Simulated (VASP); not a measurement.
Write the native input for VASP 6.6.1 that does the following.

* Task: single point
* Functional: r2SCAN
* Potentials or basis: VASP PAW PBE potentials, release 64 (Mg)
* Cutoff: 520 eV
* k mesh: 1 × 1 × 22
* Occupations: gaussian, width 0.05 eV
* Spin: collinear spin
* Starting moments: [0.5, 0.5] μB
* Dipole correction: no
* Further INCAR settings: ALGO = Normal; EDIFF = 1e-07; NBANDS = 13

System: Mg, a wire with vacuum.

```
CELL_PARAMETERS angstrom
11.50000 0.00000 0.00000
0.00000 9.30000 0.00000
0.00000 0.00000 3.02396
ATOMIC_POSITIONS crystal
Mg 0.38484 0.50000 0.00000
Mg 0.61516 0.50000 0.50000
```

The input as run:

POSCAR

```
Mg
1.0
   11.5000000000      0.0000000000      0.0000000000
    0.0000000000      9.3000000000      0.0000000000
    0.0000000000      0.0000000000      3.0239562114
Mg
2
Direct
    0.3848360702      0.5000000000      0.0000000000
    0.6151639298      0.5000000000      0.5000000000
```

INCAR.step1

```
SYSTEM = Mg
  ALGO = Normal
  EDIFF = 1E-4
  ENCUT = 520
  GGA = PE
  ISMEAR = 0
  ISPIN = 2
  LASPH = .TRUE.
  LCHARG = .FALSE.
  LREAL = .FALSE.
  LWAVE = .TRUE.
  MAGMOM = 0.5 0.5
  NBANDS = 13
  NELM = 150
  PREC = Accurate
  SIGMA = 0.05
```

INCAR.step2

```
SYSTEM = Mg
  ALGO = Normal
  EDIFF = 1E-7
  ENCUT = 520
  ISIF = 2
  ISMEAR = 0
  ISPIN = 2
  ISTART = 1
  LASPH = .TRUE.
  LCHARG = .TRUE.
  LELF = .TRUE.
  LMIXTAU = .TRUE.
  LORBIT = 11
  LREAL = .FALSE.
  LVHAR = .TRUE.
  LWAVE = .FALSE.
  MAGMOM = 0.5 0.5
  METAGGA = R2SCAN
  NBANDS = 13
  NELM = 150
  PREC = Accurate
  SIGMA = 0.05
```

KPOINTS

```
k-points
0
G
  1 1 22
  0 0 0
```

Potentials or basis: VASP PAW PBE potentials, release 64 (Mg).

Launch:

```bash
$ cat potpaw_PBE.64/Mg/POTCAR > POTCAR
$ cp INCAR.step1 INCAR
$ mpirun -np 1 vasp_std > vasp.out
$ cp INCAR.step2 INCAR
$ mpirun -np 1 vasp_std > vasp.out
```

It gave:

```
Largest force                                         : 0.012 eV/Å
Net moment                                            : 0.45 μB per cell
Valence electrons inside the program's atomic spheres : Mg 0.34
```

Caveat: a moment this small can come from the mesh or the smearing; the PAW data sets were made with another functional, which shifts forces and pressure a little.

Run time: 6.1 min on 1 thread of AMD EPYC 9R45 96-Core Processor (Zen 5), on a shared host, peak memory 0.56 GiB.
